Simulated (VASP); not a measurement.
# Sc3TlAs4 (I4/mmm) in VASP: single point with PBEsol

Aim: the single point of Sc3TlAs4 with PBEsol.

Everything below comes from runs of VASP 6.6.1. Logs are shortened: lines on timing, memory, paths and dates and some standing lists are left out, and cuts for length are marked.

**1. The cell of the first run**

Symmetry: I4/mmm, No. 139, tetragonal system. Conventional cell: a = 5.487 Å, b = 5.487 Å, c = 11.338 Å, α = 90.00°, β = 90.00°, γ = 90.00°. Sc (site symmetry 4/mmm) has 6 As at 2.68 to 2.74 Å within 3.5 Å. Sc (site symmetry -4m2) has 6 As at 2.75 to 2.83 Å within 3.6 Å. Tl (site symmetry 4/mmm) has 6 As at 2.74 to 2.99 Å within 3.6 Å. As (site symmetry mmm) has 4 Sc at 2.74 to 2.83 Å and 2 Tl at 2.74 Å within 3.6 Å. Within 3.5 Å of As (site symmetry 4mm) lie 5 Sc at 2.68 to 2.75 Å and 1 Tl at 2.99 Å.

**2. Single point, PBEsol**

Input file INCAR:

```
PREC = Accurate
ENCUT = 520
EDIFF = 1E-7
ISMEAR = -1
SIGMA = 0.03
LREAL = F
LASPH = T
NELM = 80
ALGO = Normal
ISIF = 2
LWAVE = F
LCHARG = F
GGA = PS
NBANDS = 43
```

Input file KPOINTS:

```
regular mesh
0
Gamma
  6 6 6
```

Input file POSCAR:

```
Sc3TlAs4
1.0
   -2.7435470068      2.7435470068      5.6691778823
    2.7435470068     -2.7435470068      5.6691778823
    2.7435470068      2.7435470068     -5.6691778823
Sc Tl As
3 1 4
Direct
    0.5000000000      0.5000000000      0.0000000000
    0.2500000000      0.7500000000      0.5000000000
    0.7500000000      0.2500000000      0.5000000000
    0.0000000000      0.0000000000      0.0000000000
    0.0000000000      0.5000000000      0.5000000000
    0.7366440344      0.7366440344      0.0000000000
    0.5000000000      0.0000000000      0.5000000000
    0.2633559656      0.2633559656      0.0000000000
```

Potentials or basis: VASP PAW PBE potentials, release 64 (Sc_sv, Tl_d, As).

The run is started by

```console
$ cat potpaw_PBE.64/Sc_sv/POTCAR potpaw_PBE.64/Tl_d/POTCAR potpaw_PBE.64/As/POTCAR > POTCAR
$ mpirun -np 1 vasp_std > vasp.out
```

OUTCAR:

```text
PREC = Accurate
   ENCUT = 520
   EDIFF = 1E-7
   ISMEAR = -1
   LREAL = F
   LASPH = T
   NELM = 80
   ISIF = 2
   GGA = PS

 ion  position               nearest neighbor table
   1  0.500  0.500  0.000-   6 2.68   8 2.68   7 2.74   5 2.74   7 2.74   5 2.74
   2  0.250  0.750  0.500-   8 2.75   6 2.75   8 2.75   6 2.75   5 2.83   7 2.83
   3  0.750  0.250  0.500-   8 2.75   6 2.75   8 2.75   6 2.75   5 2.83   7 2.83
   4  0.000  0.000  0.000-   5 2.74   7 2.74   5 2.74   7 2.74   6 2.99   8 2.99
   5  0.000  0.500  0.500-   1 2.74   4 2.74   4 2.74   1 2.74   3 2.83   2 2.83
   6  0.737  0.737  0.000-   1 2.68   3 2.75   2 2.75   2 2.75   3 2.75   4 2.99
   7  0.500  0.000  0.500-   1 2.74   4 2.74   1 2.74   4 2.74   3 2.83   2 2.83
   8  0.263  0.263  0.000-   1 2.68   2 2.75   3 2.75   2 2.75   3 2.75   4 2.99

  LATTYP: Found a body centered tetragonal cell.
 ALAT       =     5.4870940136
 C/A-ratio  =     2.0663680514

  Lattice vectors:

 A1 = (  -2.7435470068,   2.7435470068,   5.6691778823)
 A2 = (   2.7435470068,  -2.7435470068,   5.6691778823)
 A3 = (   2.7435470068,   2.7435470068,  -5.6691778823)

Analysis of symmetry for initial positions (statically):
=====================================================================
 Subroutine PRICEL returns:
 Original cell was already a primitive cell.

 Routine SETGRP: Setting up the symmetry group for a
 body centered tetragonal supercell.

 Subroutine GETGRP returns: Found 16 space group operations
 (whereof 16 operations were pure point group operations)
 out of a pool of 16 trial point group operations.

The static configuration has the point symmetry D_4h.

Analysis of symmetry for dynamics (positions and initial velocities):
=====================================================================
 Subroutine PRICEL returns:
 Original cell was already a primitive cell.

 Routine SETGRP: Setting up the symmetry group for a
 body centered tetragonal supercell.

 Subroutine GETGRP returns: Found 16 space group operations
 (whereof 16 operations were pure point group operations)
 out of a pool of 16 trial point group operations.

The dynamic configuration has the point symmetry D_4h.

 Subroutine INISYM returns: Found 16 space group operations
 (whereof 16 operations are pure point group operations),
 and found     1 'primitive' translations

----------------------------------------------------------------------------------------

                                     Primitive cell

  volume of cell :     170.6887

  direct lattice vectors                    reciprocal lattice vectors
    -2.743547007  2.743547007  5.669177882     0.000000000  0.182245829  0.088196209
     2.743547007 -2.743547007  5.669177882     0.182245829  0.000000000  0.088196209
     2.743547007  2.743547007 -5.669177882     0.182245829  0.182245829  0.000000000

  length of vectors
     6.869765514  6.869765514  6.869765514     0.202465093  0.202465093  0.257734524

  position of ions in fractional coordinates (direct lattice)
     0.500000000  0.500000000  0.000000000
     0.250000000  0.750000000  0.500000000
     0.750000000  0.250000000  0.500000000
     0.000000000  0.000000000  0.000000000
     0.000000000  0.500000000  0.500000000
     0.736644034  0.736644034  0.000000000
     0.500000000  0.000000000  0.500000000
     0.263355966  0.263355966  0.000000000

  ion indices of the primitive-cell ions
   primitive index   ion index
                 1           1
                 2           2
                 3           3
                 4           4
                 5           5
                 6           6
                 7           7
                 8           8

----------------------------------------------------------------------------------------

 KPOINTS: regular mesh

Automatic generation of k-mesh.
 Grid dimensions read from file:
 generate k-points for:    6    6    6

 Generating k-lattice:

  Cartesian coordinates                     Fractional coordinates (reciprocal lattice)
     0.000000000  0.030374305  0.014699368     0.166666667  0.000000000  0.000000000
     0.030374305  0.000000000  0.014699368     0.000000000  0.166666667  0.000000000
     0.030374305  0.030374305  0.000000000     0.000000000  0.000000000  0.166666667

  Length of vectors
     0.033744182  0.033744182  0.042955754

  Shift w.r.t. Gamma in fractional coordinates (k-lattice)
     0.000000000  0.000000000  0.000000000

 Subroutine IBZKPT returns following result:
 ===========================================

 Found     30 irreducible k-points:

 Following reciprocal coordinates:
            Coordinates               Weight
  0.000000  0.000000  0.000000      1.000000
  0.166667  0.000000  0.000000      8.000000
  0.333333 -0.000000  0.000000      8.000000
  0.500000  0.000000  0.000000      4.000000
  0.166667  0.166667  0.000000      8.000000
  0.333333  0.166667  0.000000     16.000000
[... 16 lines left out ...]
 -0.333333 -0.333333  0.166667      8.000000
 -0.166667 -0.333333  0.166667      8.000000
 [... further k-points ...]
   k-points           NKPTS =     30   k-points in BZ     NKDIM =     30   number of bands    NBANDS=     43
   number of dos      NEDOS =    301   number of ions     NIONS =      8
   total plane-waves  NPLWV = 157464
   dimension x,y,z NGX =    54 NGY =   54 NGZ =   54
   dimension x,y,z NGXF=   108 NGYF=  108 NGZF=  108
   ions per type =               3   1   4
   NGX,Y,Z   is equivalent  to a cutoff of  13.07, 13.07, 13.07 a.u.
   NGXF,Y,Z  is equivalent  to a cutoff of  26.14, 26.14, 26.14 a.u.
 SYSTEM =  unknown system
   PREC   = accura    normal or accurate (medium, high low for compatibility)
   ISTART =      0    job   : 0-new  1-cont  2-samecut
   ICHARG =      2    charge: 1-file 2-atom 10-const
   ISPIN  =      1    spin polarized calculation?
   LNONCOLLINEAR =      F non collinear calculations
   LSORBIT =      F    spin-orbit coupling
   LASPH  =      T    aspherical Exc in radial PAW
   ENCUT  =  520.0 eV  38.22 Ry    6.18 a.u.  12.77 12.77 12.77*2*pi/ulx,y,z
   NELM   =     80;   NELMIN=  2; NELMDL= -5     # of ELM steps
   EDIFF  = 0.1E-06   stopping-criterion for ELM
   LREAL  =      F    real-space projection
   EDIFFG = 0.1E-05   stopping-criterion for IOM
   NSW    =      0    number of steps for IOM
   IBRION =     -1    ionic relax: 0-MD 1-quasi-New 2-CG
   NFREE  =      0    steps in history (QN), initial steepest desc. (CG)
   ISIF   =      2    stress and relaxation
   ISYM   =      2    0-nonsym 1-usesym 2-fastsym
   POTIM  = 0.5000    time-step for ionic-motion
   TEBEG  =    0.0;   TEEND  =   0.0 temperature during run
   PSTRESS=    0.0 pullay stress
   NELECT =      66.0000    total number of electrons
   NUPDOWN=      -1.0000    fix difference up-down
   EMIN   =  10.00;   EMAX   =-10.00  energy-range for DOS
   EFERMI =   0.00;   METHOD = LEGACY
   ISMEAR =    -1;   SIGMA  =   0.03  broadening in eV -4-tet -1-fermi 0-gaus
   EFERMI_NEDOS =   21; number of points for ismear=-14 and -15
   IALGO  =     38    algorithm
   IMIX   =      4    mixing-type and parameters
     AMIX     =   0.40;   BMIX     =  1.00
     AMIX_MAG =   1.60;   BMIX_MAG =  1.00
  volume/ion in A,a.u.               =      21.34       143.98
  Fermi-wavevector in a.u.,A,eV,Ry     =   1.192672  2.253824 19.353846  1.422468
  Thomas-Fermi vector in A             =   2.328705
   LORBIT       =      0    0 simple, 1 ext, 2 COOP (PROOUT), +10 PAW based schemes
   GGA     = PS    functional components
   LHFCALC =     F    Hartree Fock is set to
   AEXX    =    0.0000 exact exchange contribution
   IVDW    =     0    specifies the selected vdW correction
   LEPSILON=     F    determine dielectric tensor
   LRPA    =     F    only Hartree local field effects (RPA)
 non-spin polarized calculation
  energy-cutoff  :      520.00
  volume of cell :      170.69
 maximum number of plane-waves:      4621
 NGX is ok and might be reduce to    54
   NGX = 25   NGY = 25   NGZ = 25

 number of electron      65.9999994 magnetization

 Free energy of the ion-electron system (eV)
  ---------------------------------------------------
  ext. energy  EPLUGINS =         0.00000000
  ---------------------------------------------------
  free energy    TOTEN  =       -49.95194694 eV

  energy without entropy =      -49.94764933  energy(sigma->0) =      -49.94979814

 E-fermi :   4.9743     XC(G=0): -10.4945

 val. band max:        4.9570323377   @ k =  -0.1667   0.1667   0.0000
 cond. band min:       5.0003754498   @ k =   0.0000   0.0000   0.0000
 fundamental gap:      0.0433431121
 Fermi energy:         4.9743289532

 k-point     1 :       0.0000    0.0000    0.0000
  band No.  band energies     occupation
      1     -44.3980      2.00000
      2     -44.3932      2.00000
      3     -44.1753      2.00000
      4     -23.1478      2.00000
      5     -23.1392      2.00000
      6     -23.1230      2.00000
[... 35 lines left out ...]
     42       7.0639      0.00000
     43       7.6089      0.00000

 k-point     2 :       0.1667    0.0000    0.0000
  band No.  band energies     occupation
      1     -44.3977      2.00000
      2     -44.3936      2.00000
      3     -44.1754      2.00000
      4     -23.1470      2.00000
      5     -23.1399      2.00000
      6     -23.1211      2.00000
[... 35 lines left out ...]
     42       7.5546      0.00000
     43       7.6313      0.00000

 k-point     3 :       0.3333   -0.0000    0.0000
  band No.  band energies     occupation
      1     -44.3969      2.00000
      2     -44.3945      2.00000
      3     -44.1754      2.00000
      4     -23.1453      2.00000
      5     -23.1414      2.00000
      6     -23.1154      2.00000
[... 919 lines left out ...]
      6     -23.1262      2.00000
[... 35 lines left out ...]
     42       7.7237      0.00000
     43       7.9120      0.00000

 k-point    24 :      -0.1667   -0.3333    0.1667
  band No.  band energies     occupation
      1     -44.3977      2.00000
      2     -44.3936      2.00000
      3     -44.1754      2.00000
      4     -23.1467      2.00000
      5     -23.1394      2.00000
      6     -23.1214      2.00000
[... 35 lines left out ...]
     42       7.6152      0.00000
     43       7.8140      0.00000

 [... further k-points ...]

------------------------ aborting loop because EDIFF is reached ----------------------------------------

  FORCE on cell =-STRESS in cart. coord.  units (eV):
  Direction    XX          YY          ZZ          XY          YZ          ZX
  --------------------------------------------------------------------------------------
  -------------------------------------------------------------------------------------
  Total        0.2599144      0.2599144      0.2451543      0.0000000     -0.0000000      0.0000000
  in kB        2.4396980      2.4396980      2.3011519      0.0000000     -0.0000000      0.0000000
  external PRESSURE =       2.3935159 kB  Pullay stress =       0.0000000 kB

 VOLUME and BASIS-vectors are now :
 -----------------------------------------------------------------------------
  energy-cutoff  :      520.00
  volume of cell :      170.69
      direct lattice vectors                 reciprocal lattice vectors
    -2.743547007  2.743547007  5.669177882     0.000000000  0.182245829  0.088196209
     2.743547007 -2.743547007  5.669177882     0.182245829  0.000000000  0.088196209
     2.743547007  2.743547007 -5.669177882     0.182245829  0.182245829  0.000000000

 POSITION                                       TOTAL-FORCE (eV/Angst)
 -----------------------------------------------------------------------------------
      0.00000      0.00000      5.66918        -0.000000     -0.000000      0.000000
      2.74355      0.00000      2.83459        -0.000000     -0.000000     -0.000000
      0.00000      2.74355      2.83459        -0.000000     -0.000000     -0.000000
      0.00000      0.00000      0.00000        -0.000000     -0.000000      0.000000
      2.74355      0.00000      0.00000        -0.000000     -0.000000      0.000000
      0.00000      0.00000      8.35233         0.000000      0.000000      0.008157
      0.00000      2.74355      0.00000        -0.000000     -0.000000      0.000000
      0.00000      0.00000      2.98602        -0.000000     -0.000000     -0.008157
 -----------------------------------------------------------------------------------
    total drift:                                0.000000      0.000000      0.000000

  FREE ENERGIE OF THE ION-ELECTRON SYSTEM (eV)
  ---------------------------------------------------
  free  energy   TOTEN  =       -49.9519469450 eV

  energy  without entropy=      -49.9476493269  energy(sigma->0) =      -49.94979814
```

Run time: 6.9 min. Hardware: 1 thread of AMD EPYC 7R13 (Zen 3), shared host; peak memory 0.48 GiB.

What came out:

* Free energy: -49.9519 eV
* Pressure: 0.2 GPa
* Largest force: 0.008 eV/Å
* Band gap on the k mesh: zero (bands 33 and 34 overlap by 1.45 eV)

Forces in eV/Å, atoms in the order of the input:
```
Sc   0.000  0.000  0.000
Sc   0.000  0.000  0.000
Sc   0.000  0.000  0.000
Tl   0.000  0.000  0.000
As   0.000  0.000  0.000
As   0.000  0.000  0.008
As   0.000  0.000  0.000
As   0.000  0.000 -0.008
```

Caveat: the PAW data sets were made with another functional, which shifts forces and pressure a little; spin-orbit coupling is left out, which moves the levels of the heavy elements.

The gap in the log of VASP goes by the Fermi energy; the results here count the filled bands.